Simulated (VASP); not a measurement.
# CuI (Marshite) (F-43m) in VASP: settings compared

Aim: see how the results for CuI (Marshite) move with the level of theory and the settings. Levels: LDA, PBEsol+D3(BJ), PBE. Tasks: single point.

All numbers are computed with VASP 6.6.1; they aren't measurements. Logs are shortened: lines on timing, memory, paths and dates and some standing lists are left out, and cuts for length are marked.

**1. The cell of the first run**

The structure is cubic, space group F-43m (No. 216). The conventional cell has a = 5.862 Å, b = 5.862 Å, c = 5.862 Å, α = 90.00°, β = 90.00°, γ = 90.00°. I (site symmetry -43m) has 4 Cu at 2.54 Å within 3.4 Å. Within 3.4 Å of Cu (site symmetry -43m) lie 4 I at 2.54 Å.

**2. Single point, LDA**

File INCAR:

```
ALGO = Normal ; EDIFF = 1E-6
ENCUT = 520 ; GGA = CA
ISIF = 2 ; ISMEAR = -1
LASPH = True ; LCHARG = False
LREAL = False ; LWAVE = False
NBANDS = 16 ; NELM = 100
PREC = Accurate ; SIGMA = 0.05
```

File KPOINTS:

```
k-points
0
Gamma
  8 8 8
```

File POSCAR:

```
CuI
1.0
    0.0000000000      2.9312247320      2.9312247320
    2.9312247320      0.0000000000      2.9312247320
    2.9312247320      2.9312247320      0.0000000000
I Cu
1 1
Direct
    0.0000000000      0.0000000000      0.0000000000
    0.7500000000      0.7500000000      0.7500000000
```

Potentials or basis: VASP PAW LDA potentials, release 64 (I, Cu).

Launch:

```sh
$ cat potpaw_LDA.64/I/POTCAR potpaw_LDA.64/Cu/POTCAR > POTCAR
$ mpirun -np 1 vasp_std > vasp.out
```

OUTCAR:

```text
EDIFF = 1E-6
   ENCUT = 520
   GGA = CA
   ISIF = 2
   ISMEAR = -1
   LASPH = True
   LREAL = False
   NELM = 100
   PREC = Accurate

 ion  position               nearest neighbor table
   1  0.000  0.000  0.000-   2 2.54   2 2.54   2 2.54   2 2.54
   2  0.750  0.750  0.750-   1 2.54   1 2.54   1 2.54   1 2.54

  LATTYP: Found a face centered cubic cell.
 ALAT       =     5.8624494640

  Lattice vectors:

 A1 = (   0.0000000000,   2.9312247320,   2.9312247320)
 A2 = (   2.9312247320,   0.0000000000,   2.9312247320)
 A3 = (   2.9312247320,   2.9312247320,   0.0000000000)

Analysis of symmetry for initial positions (statically):
=====================================================================
 Subroutine PRICEL returns:
 Original cell was already a primitive cell.

 Routine SETGRP: Setting up the symmetry group for a
 face centered cubic supercell.

 Subroutine GETGRP returns: Found 24 space group operations
 (whereof 24 operations were pure point group operations)
 out of a pool of 48 trial point group operations.

The static configuration has the point symmetry T_d .

Analysis of symmetry for dynamics (positions and initial velocities):
=====================================================================
 Subroutine PRICEL returns:
 Original cell was already a primitive cell.

 Routine SETGRP: Setting up the symmetry group for a
 face centered cubic supercell.

 Subroutine GETGRP returns: Found 24 space group operations
 (whereof 24 operations were pure point group operations)
 out of a pool of 48 trial point group operations.

The dynamic configuration has the point symmetry T_d .

 Subroutine INISYM returns: Found 24 space group operations
 (whereof 24 operations are pure point group operations),
 and found     1 'primitive' translations

----------------------------------------------------------------------------------------

                                     Primitive cell

  volume of cell :      50.3706

  direct lattice vectors                    reciprocal lattice vectors
     0.000000000  2.931224732  2.931224732    -0.170577163  0.170577163  0.170577163
     2.931224732  0.000000000  2.931224732     0.170577163 -0.170577163  0.170577163
     2.931224732  2.931224732  0.000000000     0.170577163  0.170577163 -0.170577163

  length of vectors
     4.145377770  4.145377770  4.145377770     0.295448314  0.295448314  0.295448314

  position of ions in fractional coordinates (direct lattice)
     0.000000000  0.000000000  0.000000000
     0.750000000  0.750000000  0.750000000

  ion indices of the primitive-cell ions
   primitive index   ion index
                 1           1
                 2           2

----------------------------------------------------------------------------------------

 KPOINTS: k-points

Automatic generation of k-mesh.
 Grid dimensions read from file:
 generate k-points for:    8    8    8

 Generating k-lattice:

  Cartesian coordinates                     Fractional coordinates (reciprocal lattice)
    -0.021322145  0.021322145  0.021322145     0.125000000  0.000000000  0.000000000
     0.021322145 -0.021322145  0.021322145     0.000000000  0.125000000  0.000000000
     0.021322145  0.021322145 -0.021322145     0.000000000  0.000000000  0.125000000

  Length of vectors
     0.036931039  0.036931039  0.036931039

  Shift w.r.t. Gamma in fractional coordinates (k-lattice)
     0.000000000  0.000000000  0.000000000

 Subroutine IBZKPT returns following result:
 ===========================================

 Found     29 irreducible k-points:

 Following reciprocal coordinates:
            Coordinates               Weight
  0.000000  0.000000  0.000000      1.000000
  0.125000  0.000000  0.000000      8.000000
  0.250000  0.000000  0.000000      8.000000
  0.375000  0.000000  0.000000      8.000000
  0.500000  0.000000  0.000000      4.000000
  0.125000  0.125000  0.000000      6.000000
[... 16 lines left out ...]
  0.500000  0.250000  0.125000     48.000000
 -0.375000  0.250000  0.125000     24.000000
 [... further k-points ...]
   k-points           NKPTS =     29   k-points in BZ     NKDIM =     29   number of bands    NBANDS=     16
   number of dos      NEDOS =    301   number of ions     NIONS =      2
   total plane-waves  NPLWV =  32768
   dimension x,y,z NGX =    32 NGY =   32 NGZ =   32
   dimension x,y,z NGXF=    64 NGYF=   64 NGZF=   64
   ions per type =               1   1
   NGX,Y,Z   is equivalent  to a cutoff of  12.83, 12.83, 12.83 a.u.
   NGXF,Y,Z  is equivalent  to a cutoff of  25.67, 25.67, 25.67 a.u.
 SYSTEM =  unknown system
   PREC   = accura    normal or accurate (medium, high low for compatibility)
   ISTART =      0    job   : 0-new  1-cont  2-samecut
   ICHARG =      2    charge: 1-file 2-atom 10-const
   ISPIN  =      1    spin polarized calculation?
   LNONCOLLINEAR =      F non collinear calculations
   LSORBIT =      F    spin-orbit coupling
   LASPH  =      T    aspherical Exc in radial PAW
   ENCUT  =  520.0 eV  38.22 Ry    6.18 a.u.   7.71  7.71  7.71*2*pi/ulx,y,z
   NELM   =    100;   NELMIN=  2; NELMDL= -5     # of ELM steps
   EDIFF  = 0.1E-05   stopping-criterion for ELM
   LREAL  =      F    real-space projection
   EDIFFG = 0.1E-04   stopping-criterion for IOM
   NSW    =      0    number of steps for IOM
   IBRION =     -1    ionic relax: 0-MD 1-quasi-New 2-CG
   NFREE  =      0    steps in history (QN), initial steepest desc. (CG)
   ISIF   =      2    stress and relaxation
   ISYM   =      2    0-nonsym 1-usesym 2-fastsym
   POTIM  = 0.5000    time-step for ionic-motion
   TEBEG  =    0.0;   TEEND  =   0.0 temperature during run
   PSTRESS=    0.0 pullay stress
   NELECT =      18.0000    total number of electrons
   NUPDOWN=      -1.0000    fix difference up-down
   EMIN   =  10.00;   EMAX   =-10.00  energy-range for DOS
   EFERMI =   0.00;   METHOD = LEGACY
   ISMEAR =    -1;   SIGMA  =   0.05  broadening in eV -4-tet -1-fermi 0-gaus
   EFERMI_NEDOS =   21; number of points for ismear=-14 and -15
   IALGO  =     38    algorithm
   IMIX   =      4    mixing-type and parameters
     AMIX     =   0.40;   BMIX     =  1.00
     AMIX_MAG =   1.60;   BMIX_MAG =  1.00
  volume/ion in A,a.u.               =      25.19       169.96
  Fermi-wavevector in a.u.,A,eV,Ry     =   1.161734  2.195358 18.362762  1.349625
  Thomas-Fermi vector in A             =   2.298302
   LORBIT       =      0    0 simple, 1 ext, 2 COOP (PROOUT), +10 PAW based schemes
   GGA     = CA    functional components
   LHFCALC =     F    Hartree Fock is set to
   AEXX    =    0.0000 exact exchange contribution
   IVDW    =     0    specifies the selected vdW correction
   LEPSILON=     F    determine dielectric tensor
   LRPA    =     F    only Hartree local field effects (RPA)
 non-spin polarized calculation
  energy-cutoff  :      520.00
  volume of cell :       50.37
 maximum number of plane-waves:      1380
   NGX = 15   NGY = 15   NGZ = 15

 number of electron      17.9999989 magnetization

 Free energy of the ion-electron system (eV)
  ---------------------------------------------------
  ext. energy  EPLUGINS =         0.00000000
  ---------------------------------------------------
  free energy    TOTEN  =        -6.99628703 eV

  energy without entropy =       -6.99628700  energy(sigma->0) =       -6.99628702

 E-fermi :   6.0156     XC(G=0):  -9.7641

 val. band max:        5.3386476955   @ k =   0.0000   0.0000   0.0000
 cond. band min:       6.6235840059   @ k =   0.0000   0.0000   0.0000
 fundamental gap:      1.2849363104
 Fermi energy:         6.0156277374

 k-point     1 :       0.0000    0.0000    0.0000
  band No.  band energies     occupation
      1      -9.2220      2.00000
      2       1.2074      2.00000
      3       1.2074      2.00000
      4       1.2074      2.00000
      5       2.9593      2.00000
      6       2.9593      2.00000
[... 8 lines left out ...]
     15      15.1978      0.00000
     16      15.1978      0.00000

 k-point     2 :       0.1250    0.0000    0.0000
  band No.  band energies     occupation
      1      -9.1306      2.00000
      2       0.9148      2.00000
      3       1.2190      2.00000
      4       1.2190      2.00000
      5       2.9514      2.00000
      6       2.9514      2.00000
[... 8 lines left out ...]
     15      14.3691      0.00000
     16      14.3691      0.00000

 k-point     3 :       0.2500    0.0000    0.0000
  band No.  band energies     occupation
      1      -8.8932      2.00000
      2       0.1836      2.00000
      3       1.2432      2.00000
      4       1.2432      2.00000
      5       2.9466      2.00000
      6       2.9466      2.00000
[... 8 lines left out ...]
     15      14.1523      0.00000
     16      14.1523      0.00000

 k-point     4 :       0.3750    0.0000    0.0000
  band No.  band energies     occupation
      1      -8.6271      2.00000
      2      -0.5640      2.00000
      3       1.2606      2.00000
      4       1.2606      2.00000
      5       2.9693      2.00000
      6       2.9693      2.00000
[... 8 lines left out ...]
     15      15.1742      0.00000
     16      15.1742      0.00000
[... 324 lines left out ...]
 k-point    22 :       0.3750    0.2500    0.1250
  band No.  band energies     occupation
      1      -8.7073      2.00000
      2      -0.0276      2.00000
      3       1.0185      2.00000
      4       1.2461      2.00000
      5       2.8734      2.00000
      6       3.0008      2.00000
[... 8 lines left out ...]
     15      15.8904      0.00000
     16      16.8621      0.00000

 k-point    23 :       0.5000    0.2500    0.1250
  band No.  band energies     occupation
      1      -8.4844      2.00000
      2      -0.4033      2.00000
      3       0.7776      2.00000
      4       1.2466      2.00000
      5       2.9016      2.00000
      6       2.9752      2.00000
[... 8 lines left out ...]
     15      16.1898      0.00000
     16      17.0239      0.00000

 k-point    24 :      -0.3750    0.2500    0.1250
  band No.  band energies     occupation
      1      -8.3851      2.00000
      2      -0.5693      2.00000
      3       0.6684      2.00000
      4       1.2395      2.00000
      5       2.8792      2.00000
      6       2.9702      2.00000
[... 8 lines left out ...]
     15      16.2190      0.00000
     16      16.9550      0.00000

 [... further k-points ...]

------------------------ aborting loop because EDIFF is reached ----------------------------------------

  FORCE on cell =-STRESS in cart. coord.  units (eV):
  Direction    XX          YY          ZZ          XY          YZ          ZX
  --------------------------------------------------------------------------------------
  -------------------------------------------------------------------------------------
  Total        0.0686085      0.0686085      0.0686085      0.0000000      0.0000000     -0.0000000
  in kB        2.1822850      2.1822850      2.1822850      0.0000000      0.0000000     -0.0000000
  external PRESSURE =       2.1822850 kB  Pullay stress =       0.0000000 kB

 VOLUME and BASIS-vectors are now :
 -----------------------------------------------------------------------------
  energy-cutoff  :      520.00
  volume of cell :       50.37
      direct lattice vectors                 reciprocal lattice vectors
     0.000000000  2.931224732  2.931224732    -0.170577163  0.170577163  0.170577163
     2.931224732  0.000000000  2.931224732     0.170577163 -0.170577163  0.170577163
     2.931224732  2.931224732  0.000000000     0.170577163  0.170577163 -0.170577163

 POSITION                                       TOTAL-FORCE (eV/Angst)
 -----------------------------------------------------------------------------------
      0.00000      0.00000      0.00000         0.000000      0.000000     -0.000000
      4.39684      4.39684      4.39684        -0.000000     -0.000000      0.000000
 -----------------------------------------------------------------------------------
    total drift:                                0.000000      0.000000     -0.000000

  FREE ENERGIE OF THE ION-ELECTRON SYSTEM (eV)
  ---------------------------------------------------
  free  energy   TOTEN  =        -6.9962870338 eV

  energy  without entropy=       -6.9962870046  energy(sigma->0) =       -6.99628702
```

Wall time 8.2 s (1 thread of Intel Xeon 6975P-C (Granite Rapids), shared host); peak memory 0.16 GiB.

What came out:

```
Free energy            : -6.9963 eV
Pressure               : 0.2 GPa
Band gap on the k mesh : 1.28 eV, direct
```

Caveat: spin-orbit coupling is left out, which moves the levels of the heavy elements.

(Continued in part 2 of 2.)
